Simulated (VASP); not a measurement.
Runs of VASP 6.6.1 on NaH. The structure is that of space group Pm-3m (No. 221), or close to it. The cells are those of the table. 

```csv
cell,gap on the mesh (eV),pressure (GPa)
"a = 3.103 Å, 2 atoms",(b),-2.6
"a = 2.881, b = 2.881, c = 2.807 Å, 2 atoms",0.94,3.2
"a = 2.955, b = 2.955, c = 2.807 Å, 2 atoms",(a),1.6
"a = 3.029 Å, 2 atoms",1.03,-1.4
"a = 2.807, b = 2.807, c = 3.029 Å, 2 atoms",0.50,2.5
```

Alike in all rows: task single point; level PBE; potentials or basis VASP PAW PBE potentials, release 64 (Na_pv, H); no spin polarisation; k mesh 10 × 10 × 10; cutoff (eV) 520; smearing gaussian 0.05 eV.

Q: Fill in the values left out.

A: (a) 0.85; (b) 1.04.

Caveats: the cell stands under pressure (at least some runs).

A k mesh can miss the band edges.
